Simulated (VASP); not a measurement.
# AlNi (P4mm) in VASP: notebook

The runs below take AlNi through single point, with PBE.

Everything below comes from runs of VASP 6.6.1. Logs are shortened: lines on timing, memory, paths and dates and some standing lists are left out, and cuts for length are marked.

### Step 1. The cell of the first run

Symmetry: P4mm, No. 99, tetragonal system. Conventional cell: a = 2.820 Å, b = 2.820 Å, c = 2.820 Å, α = 90.00°, β = 90.00°, γ = 90.00°. Al (site symmetry 4mm) has 8 Ni at 2.41 to 2.48 Å and 6 Al at 2.82 Å within 3.2 Å. Ni (site symmetry 4mm) has 8 Al at 2.41 to 2.48 Å and 6 Ni at 2.82 Å within 3.2 Å.

### Step 2. Single point, PBE

File INCAR:

```
  PREC = Accurate
  ENCUT = 520
  EDIFF = 1E-6
  ISMEAR = 0
  SIGMA = 0.15
  LREAL = False
  LASPH = True
  NELM = 60
  ALGO = Normal
  ISIF = 2
  LWAVE = False
  LCHARG = False
  GGA = PE
  NBANDS = 14
```

File KPOINTS:

```
regular mesh
0
Gamma
  16 16 16
```

File POSCAR:

```
AlNi
1.0
    2.8204056860      0.0000000000      0.0000000000
    0.0000000000      2.8204056860      0.0000000000
    0.0000000000      0.0000000000      2.8204056860
Al Ni
1 1
Direct
    0.0000000000      0.0000000000     -0.0138277980
    0.5000000000      0.5000000000      0.5063566817
```

Potentials or basis: VASP PAW PBE potentials, release 64 (Al, Ni).

On the command line:

```
$ cat potpaw_PBE.64/Al/POTCAR potpaw_PBE.64/Ni/POTCAR > POTCAR
$ mpirun -np 1 vasp_std > vasp.out
```

OUTCAR:

```text
PREC = Accurate
   ENCUT = 520
   EDIFF = 1E-6
   ISMEAR = 0
   LREAL = False
   LASPH = True
   NELM = 60
   ISIF = 2
   GGA = PE

 ion  position               nearest neighbor table
   1  0.000  0.000  0.986-   2 2.41   2 2.41   2 2.41   2 2.41   2 2.48   2 2.48   2 2.48   2 2.48

   2  0.500  0.500  0.506-   1 2.41   1 2.41   1 2.41   1 2.41   1 2.48   1 2.48   1 2.48   1 2.48

  LATTYP: Found a simple cubic cell.
 ALAT       =     2.8204056860

  Lattice vectors:

 A1 = (   2.8204056860,   0.0000000000,   0.0000000000)
 A2 = (   0.0000000000,   2.8204056860,   0.0000000000)
 A3 = (   0.0000000000,   0.0000000000,   2.8204056860)

Analysis of symmetry for initial positions (statically):
=====================================================================
 Subroutine PRICEL returns:
 Original cell was already a primitive cell.

 Routine SETGRP: Setting up the symmetry group for a
 simple cubic supercell.

 Subroutine GETGRP returns: Found  8 space group operations
 (whereof  8 operations were pure point group operations)
 out of a pool of 48 trial point group operations.

The static configuration has the point symmetry C_4v.

Analysis of symmetry for dynamics (positions and initial velocities):
=====================================================================
 Subroutine PRICEL returns:
 Original cell was already a primitive cell.

 Routine SETGRP: Setting up the symmetry group for a
 simple cubic supercell.

 Subroutine GETGRP returns: Found  8 space group operations
 (whereof  8 operations were pure point group operations)
 out of a pool of 48 trial point group operations.

The dynamic configuration has the point symmetry C_4v.

 Subroutine INISYM returns: Found  8 space group operations
 (whereof  8 operations are pure point group operations),
 and found     1 'primitive' translations

----------------------------------------------------------------------------------------

                                     Primitive cell

  volume of cell :      22.4354

  direct lattice vectors                    reciprocal lattice vectors
     2.820405686  0.000000000  0.000000000     0.354558922  0.000000000  0.000000000
     0.000000000  2.820405686  0.000000000     0.000000000  0.354558922  0.000000000
     0.000000000  0.000000000  2.820405686     0.000000000  0.000000000  0.354558922

  length of vectors
     2.820405686  2.820405686  2.820405686     0.354558922  0.354558922  0.354558922

  position of ions in fractional coordinates (direct lattice)
     0.000000000  0.000000000  0.986172202
     0.500000000  0.500000000  0.506356682

  ion indices of the primitive-cell ions
   primitive index   ion index
                 1           1
                 2           2

----------------------------------------------------------------------------------------

 KPOINTS: regular mesh

Automatic generation of k-mesh.
 Grid dimensions read from file:
 generate k-points for:   16   16   16

 Generating k-lattice:

  Cartesian coordinates                     Fractional coordinates (reciprocal lattice)
     0.022159933  0.000000000  0.000000000     0.062500000  0.000000000  0.000000000
     0.000000000  0.022159933  0.000000000     0.000000000  0.062500000  0.000000000
     0.000000000  0.000000000  0.022159933     0.000000000  0.000000000  0.062500000

  Length of vectors
     0.022159933  0.022159933  0.022159933

  Shift w.r.t. Gamma in fractional coordinates (k-lattice)
     0.000000000  0.000000000  0.000000000

 Subroutine IBZKPT returns following result:
 ===========================================

 Found    405 irreducible k-points:

 Following reciprocal coordinates:
            Coordinates               Weight
  0.000000  0.000000  0.000000      1.000000
  0.062500  0.000000  0.000000      4.000000
  0.000000  0.000000  0.062500      2.000000
  0.125000  0.000000  0.000000      4.000000
  0.000000  0.000000  0.125000      2.000000
  0.187500  0.000000  0.000000      4.000000
[... 16 lines left out ...]
  0.187500  0.062500  0.000000      8.000000
  0.000000  0.187500  0.062500      8.000000
 [... further k-points ...]
   k-points           NKPTS =    405   k-points in BZ     NKDIM =    405   number of bands    NBANDS=     14
   number of dos      NEDOS =    301   number of ions     NIONS =      2
   total plane-waves  NPLWV =  13824
   dimension x,y,z NGX =    24 NGY =   24 NGZ =   24
   dimension x,y,z NGXF=    48 NGYF=   48 NGZF=   48
   ions per type =               1   1
   NGX,Y,Z   is equivalent  to a cutoff of  14.15, 14.15, 14.15 a.u.
   NGXF,Y,Z  is equivalent  to a cutoff of  28.29, 28.29, 28.29 a.u.
 SYSTEM =  unknown system
   PREC   = accura    normal or accurate (medium, high low for compatibility)
   ISTART =      0    job   : 0-new  1-cont  2-samecut
   ICHARG =      2    charge: 1-file 2-atom 10-const
   ISPIN  =      1    spin polarized calculation?
   LNONCOLLINEAR =      F non collinear calculations
   LSORBIT =      F    spin-orbit coupling
   LASPH  =      T    aspherical Exc in radial PAW
   ENCUT  =  520.0 eV  38.22 Ry    6.18 a.u.   5.24  5.24  5.24*2*pi/ulx,y,z
   NELM   =     60;   NELMIN=  2; NELMDL= -5     # of ELM steps
   EDIFF  = 0.1E-05   stopping-criterion for ELM
   LREAL  =      F    real-space projection
[... 7 lines left out ...]
   TEBEG  =    0.0;   TEEND  =   0.0 temperature during run
   PSTRESS=    0.0 pullay stress
   NELECT =      13.0000    total number of electrons
   NUPDOWN=      -1.0000    fix difference up-down
   EMIN   =  10.00;   EMAX   =-10.00  energy-range for DOS
   EFERMI =   0.00;   METHOD = LEGACY
   ISMEAR =     0;   SIGMA  =   0.15  broadening in eV -4-tet -1-fermi 0-gaus
   EFERMI_NEDOS =   21; number of points for ismear=-14 and -15
   IALGO  =     38    algorithm
   IMIX   =      4    mixing-type and parameters
     AMIX     =   0.40;   BMIX     =  1.00
     AMIX_MAG =   1.60;   BMIX_MAG =  1.00
  volume/ion in A,a.u.               =      11.22        75.70
  Fermi-wavevector in a.u.,A,eV,Ry     =   1.364827  2.579150 25.344301  1.862754
  Thomas-Fermi vector in A             =   2.491109
   LORBIT       =      0    0 simple, 1 ext, 2 COOP (PROOUT), +10 PAW based schemes
   GGA     = PE    functional components
   LHFCALC =     F    Hartree Fock is set to
   AEXX    =    0.0000 exact exchange contribution
   IVDW    =     0    specifies the selected vdW correction
   LEPSILON=     F    determine dielectric tensor
   LRPA    =     F    only Hartree local field effects (RPA)
 non-spin polarized calculation
 Gauss-broadening in eV      SIGMA  =   0.15
  energy-cutoff  :      520.00
  volume of cell :       22.44
 maximum number of plane-waves:       624
 NGX is ok and might be reduce to    24
   NGX = 11   NGY = 11   NGZ = 11

 number of electron      12.9999995 magnetization

 Free energy of the ion-electron system (eV)
  ---------------------------------------------------
  ext. energy  EPLUGINS =         0.00000000
  ---------------------------------------------------
  free energy    TOTEN  =       -10.45693036 eV

  energy without entropy =      -10.44877451  energy(sigma->0) =      -10.45285243

 E-fermi :  10.8925     XC(G=0): -12.3575

 val. band max:       10.8812346868   @ k =   0.3125   0.5000   0.4375
 cond. band min:      10.8965380689   @ k =   0.1250   0.3750   0.3125
 fundamental gap:      0.0153033821
 Fermi energy:        10.8924564538

 k-point     1 :       0.0000    0.0000    0.0000
  band No.  band energies     occupation
      1      -0.7183      2.00000
      2       7.3437      2.00000
      3       7.3477      2.00000
      4       9.2120      2.00000
      5       9.2156      2.00000
      6       9.2156      2.00000
      7      16.6727      0.00000
      8      16.6735      0.00000
      9      16.6735      0.00000
     10      19.2323      0.00000
     11      19.2373      0.00000
     12      25.7885      0.00000
     13      32.5388      0.00000
     14      32.5590      0.00000

 k-point     2 :       0.0625    0.0000    0.0000
  band No.  band energies     occupation
      1      -0.6430      2.00000
      2       7.3405      2.00000
      3       7.3655      2.00000
      4       9.1775      2.00000
      5       9.1815      2.00000
      6       9.2195      2.00000
      7      15.8332      0.00000
      8      16.7733      0.00000
      9      16.7781      0.00000
     10      19.2366      0.00000
     11      20.0041      0.00000
     12      26.0366      0.00000
     13      31.6674      0.00000
     14      31.6839      0.00000

 k-point     3 :       0.0000    0.0000    0.0625
  band No.  band energies     occupation
      1      -0.6430      2.00000
      2       7.3436      2.00000
      3       7.3623      2.00000
      4       9.1814      2.00000
      5       9.1814      2.00000
      6       9.2157      2.00000
      7      15.8369      0.00000
      8      16.7731      0.00000
      9      16.7731      0.00000
     10      19.2329      0.00000
     11      20.0103      0.00000
     12      26.0355      0.00000
     13      31.6655      0.00000
     14      31.6655      0.00000
[... 324 lines left out ...]
 k-point    23 :       0.1875    0.0625    0.0000
  band No.  band energies     occupation
      1       0.0278      2.00000
      2       7.2435      2.00000
      3       7.5030      2.00000
      4       8.9038      2.00000
      5       8.9566      2.00000
      6       9.2143      2.00000
      7      13.0551      0.00000
      8      16.6242      0.00000
      9      17.6385      0.00000
     10      19.8476      0.00000
     11      22.6226      0.00000
     12      27.6587      0.00000
     13      28.2090      0.00000
     14      28.7024      0.00000

 k-point    24 :       0.0000    0.1875    0.0625
  band No.  band energies     occupation
      1       0.0278      2.00000
      2       7.2435      2.00000
      3       7.5029      2.00000
      4       8.9085      2.00000
      5       8.9520      2.00000
      6       9.2143      2.00000
      7      13.0546      0.00000
      8      16.6334      0.00000
      9      17.6248      0.00000
     10      19.8540      0.00000
     11      22.6212      0.00000
     12      27.6161      0.00000
     13      28.3208      0.00000
     14      28.6354      0.00000

 [... further k-points ...]

------------------------ aborting loop because EDIFF is reached ----------------------------------------

  FORCE on cell =-STRESS in cart. coord.  units (eV):
  Direction    XX          YY          ZZ          XY          YZ          ZX
  --------------------------------------------------------------------------------------
  -------------------------------------------------------------------------------------
  Total        2.0538811      2.0538811      2.0193129      0.0000000      0.0000000      0.0000000
  in kB      146.6733266    146.6733266    144.2047128      0.0000000      0.0000000      0.0000000
  external PRESSURE =     145.8504553 kB  Pullay stress =       0.0000000 kB

 VOLUME and BASIS-vectors are now :
 -----------------------------------------------------------------------------
  energy-cutoff  :      520.00
  volume of cell :       22.44
      direct lattice vectors                 reciprocal lattice vectors
     2.820405686  0.000000000  0.000000000     0.354558922  0.000000000  0.000000000
     0.000000000  2.820405686  0.000000000     0.000000000  0.354558922  0.000000000
     0.000000000  0.000000000  2.820405686     0.000000000  0.000000000  0.354558922

 POSITION                                       TOTAL-FORCE (eV/Angst)
 -----------------------------------------------------------------------------------
      0.00000      0.00000      2.78141         0.000000     -0.000000      0.433557
      1.41020      1.41020      1.42813        -0.000000      0.000000     -0.433557
 -----------------------------------------------------------------------------------
    total drift:                                0.000000     -0.000000      0.000117

  FREE ENERGIE OF THE ION-ELECTRON SYSTEM (eV)
  ---------------------------------------------------
  free  energy   TOTEN  =       -10.4569303574 eV

  energy  without entropy=      -10.4487745066  energy(sigma->0) =      -10.45285243
```

Wall time 31 s (1 thread of Intel Xeon 6975P-C (Granite Rapids), shared host); peak memory 0.24 GiB.

What came out:

```
Free energy   : -10.4569 eV
Pressure      : 14.6 GPa
Largest force : 0.434 eV/Å
```

Forces in eV/Å, atoms in the order of the input:
```
Al   0.000  0.000  0.434
Ni   0.000  0.000 -0.434
```

Levels at points of the mesh, in eV from the Fermi level:
```tsv
k point	band 4	band 5	band 6	band 7	band 8	band 9	band 10	band 11
(0.00, 0.00, 0.00)	-1.68	-1.68	-1.68	5.78	5.78	5.78	8.34	8.34
(0.50, 0.00, 0.00)	-2.45	-2.44	-1.58	-0.68	8.36	10.34	10.36	11.50
(0.00, 0.00, 0.50)	-2.44	-2.44	-1.58	-0.68	8.36	10.33	10.33	11.54
(0.50, 0.50, 0.00)	-3.07	-2.25	-2.25	-1.10	1.60	2.78	13.02	15.43
(0.00, 0.50, 0.50)	-3.04	-2.27	-2.27	-1.10	1.60	2.78	13.01	15.64
(0.50, 0.50, 0.50)	-1.07	-1.06	1.94	1.94	1.96	4.19	4.74	4.74
```

(Part 1 of 2 ends here.)
